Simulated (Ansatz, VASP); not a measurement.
## Two plane-wave programs on BAs

INCAR

```
SYSTEM = BAs
PREC     = Accurate       ! precision mode
ENCUT    = 520            ! plane-wave cutoff, eV
EDIFF    = 1E-6           ! SCF threshold, eV
ISMEAR   = -1             ! smearing method
SIGMA    = 0.05           ! smearing width, eV
LREAL    = .False.        ! projectors in reciprocal space
LASPH    = .True.         ! aspherical terms in the spheres
NELM     = 60             ! most SCF steps
ALGO     = Normal         ! electronic algorithm
ISIF     = 2              ! what is computed and relaxed
LWAVE    = .False.        ! write WAVECAR
LCHARG   = .False.        ! write CHGCAR
GGA      = CA             ! functional
NBANDS   = 11             ! bands
```

The input KPOINTS:

```
regular mesh
0
Gamma
  10 10 10
  0 0 0
```

POSCAR

```
BAs
1.0
    0.0000000000      2.4353452264      2.4353452264
    2.4353452264      0.0000000000      2.4353452264
    2.4353452264      2.4353452264      0.0000000000
As B
1 1
Direct
    0.7500000000      0.7500000000      0.7500000000
    0.0000000000      0.0000000000      0.0000000000
```

input.yaml

```yaml
crystal:
  lattice:
    - [0.0, 2.4353452264, 2.4353452264]
    - [2.4353452264, 0.0, 2.4353452264]
    - [2.4353452264, 2.4353452264, 0.0]
  atoms:
    - { symbol: As, position: [0.75, 0.75, 0.75] }
    - { symbol: B, position: [0.0, 0.0, 0.0] }
hamiltonian:
  xc: lda
  pseudopotentials: { kind: paw }
kpoints:
  mp_grid: { grid: [10, 10, 10] }
scf:
  occupations: { method: fermi_dirac, width: 0.05 }
output:
  forces: true
  stress: true
  eigenvalues: true
  write_density: true
  write_potential: true
  elf: true
  volumetric_format: npy
```

Alike in both runs: task single point; functional LDA; k mesh 10 × 10 × 10; occupations fermi-dirac, width 0.05 eV; no spin polarisation.

|  | VASP | Ansatz |
| --- | --- | --- |
| version | VASP 6.6.1 | Ansatz 0.2.0 |
| potentials or method | VASP PAW LDA potentials, release 64 (As, B) | Ansatz PAW |
| plane-wave cutoff (eV) | 520 | 420 |
| valence electrons in the cell | 8 | 18 |

Ansatz gave:

| Item | Value |
| --- | --- |
| gap on the k mesh at the Fermi level (eV) | 1.18 |
| least direct gap on the mesh (eV) | 3.18 |
| pressure (GPa) | -10.7 |

Problem. Which values does VASP return?

Solution. gap on the k mesh at the Fermi level (eV): 1.17; least direct gap on the mesh (eV): 3.18; pressure (GPa): -10.0.

LDA's correlation is that of Perdew and Zunger in VASP and of Perdew and Wang (1992) in Ansatz. VASP's potentials hold 8 valence electrons a cell and Ansatz's 18, so a difference there can come from the potentials and not from the codes.
